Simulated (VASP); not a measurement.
Input of a VASP 6.6.1 run:

The input POSCAR:

```
MgS
1.0
    0.0000000000      2.4931194942      2.4931194942
    2.4931194942      0.0000000000      2.4931194942
    2.4931194942      2.4931194942      0.0000000000
S Mg
1 1
Direct
    0.5000000000      0.5000000000      0.5000000000
    0.0000000000      0.0000000000      0.0000000000
```

INCAR.step1

```
SYSTEM = MgS
ALGO = Normal ; EDIFF = 1E-5
ENCUT = 520 ; GGA = PE
ISIF = 2 ; ISMEAR = 1
LASPH = .TRUE. ; LCHARG = .FALSE.
LREAL = .FALSE. ; LWAVE = .TRUE.
NBANDS = 11 ; NELM = 60
PREC = Accurate ; SIGMA = 0.1
```

The input INCAR.step2:

```
SYSTEM = MgS
AEXX = 0.2 ; AGGAC = 0.81
AGGAX = 0.72 ; ALDAC = 0.19
ALGO = Normal ; EDIFF = 1E-6
ENCUT = 520 ; GGA = B3
ISIF = 2 ; ISMEAR = 1
ISTART = 1 ; IVDW = 12
LASPH = .TRUE. ; LCHARG = .FALSE.
LHFCALC = .TRUE. ; LREAL = .FALSE.
LWAVE = .FALSE. ; NBANDS = 11
NELM = 60 ; PREC = Accurate
PRECFOCK = Normal ; SIGMA = 0.1
```

Contents of KPOINTS:

```
k-points
0
G
  6 6 6
  0 0 0
```

Potentials or basis: VASP PAW PBE potentials, release 64 (S, Mg).

Launch:

```sh
$ cat potpaw_PBE.64/S/POTCAR potpaw_PBE.64/Mg/POTCAR > POTCAR
$ cp INCAR.step1 INCAR
$ mpirun -np 1 vasp_std > vasp.out
$ cp INCAR.step2 INCAR
$ mpirun -np 1 vasp_std > vasp.out
```

Q: Estimate the pressure.

A: 7.3 GPa.

Q: Estimate the band gap on the k mesh.

A: 4.53 eV (least direct gap 6.52 eV).

Q: Estimate the dispersion energy per atom.

A: -0.757 eV.

Caveat: the cell stands under pressure; the PAW data sets were made with another functional, which shifts forces and pressure a little. A k mesh can miss the band edges.
